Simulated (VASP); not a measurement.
Wanted: the native input for a VASP 6.6.1 run.

| Item | Value |
| --- | --- |
| Task | relaxation of cell and atoms |
| Functional | PBE |
| Potentials or basis | VASP PAW PBE potentials, release 64 (Si, Sn_d) |
| Cutoff | 600 eV |
| k mesh | 6 × 6 × 4 |
| Occupations | gaussian, width 0.1 eV |
| Spin | no spin polarisation |
| Dipole correction | no |
| Further INCAR settings | ALGO = Normal; EDIFF = 1e-07; IBRION = 2; EDIFFG = -0.04; NSW = 90; ISIF = 3 |

The structure of Si5Sn lies in POSCAR:

```
Si5Sn
1.0
    5.6033606300      0.0000000000      0.0000000000
   -2.8016803200      4.8526526500      0.0000000000
    0.0000000000      0.0000000000      4.2683256600
Si Sn
5 1
Direct
    0.3333333300      0.6666666700      0.0000000000
    0.6666666700      0.3333333300      0.0000000000
    0.5000000000      0.0000000000      0.5000000000
    0.5000000000      0.5000000000      0.5000000000
    0.0000000000      0.5000000000      0.5000000000
    0.0000000000      0.0000000000      0.0000000000
```

These files were run (other wordings do the same):

INCAR

```
  PREC = Accurate
  ENCUT = 600
  EDIFF = 1E-7
  ISMEAR = 0
  SIGMA = 0.1
  LREAL = F
  LASPH = T
  NELM = 80
  ALGO = Normal
  ISIF = 3
  LWAVE = F
  LCHARG = F
  GGA = PE
  IBRION = 2
  NSW = 90
  EDIFFG = -0.04
```

KPOINTS

```
Automatic mesh
0
Gamma
  6 6 4
```

Potentials or basis: VASP PAW PBE potentials, release 64 (Si, Sn_d).

Run with:

```bash
$ cat potpaw_PBE.64/Si/POTCAR potpaw_PBE.64/Sn_d/POTCAR > POTCAR
$ mpirun -np 1 vasp_std > vasp.out
```

It gave:

The relaxed volume is 18.07 Å³/atom, the relaxed cell is a = 5.774 Å, b = 5.774 Å, c = 3.756 Å, α = 90.00°, β = 90.00°, γ = 120.00° and the space group after relaxing (to 0.05 Å) is P6/mmm (No. 191). The energy gained by relaxing is 94.9 meV/atom and the ionic steps are 18. The pressure after relaxing is 0.0 GPa and the band gap on the k mesh is zero (band 17 reaches 9.32 eV, above the bottom of band 18 at 6.01 eV).

Caveat: the k points lie up to 0.42 Å⁻¹ apart in the final cell; spin-orbit coupling is left out, which moves the levels of the heavy elements.

Run time: 14 min on 1 thread of Intel(R) Xeon(R) Platinum 8488C (Sapphire Rapids) (shared host), peak memory 0.32 GiB.
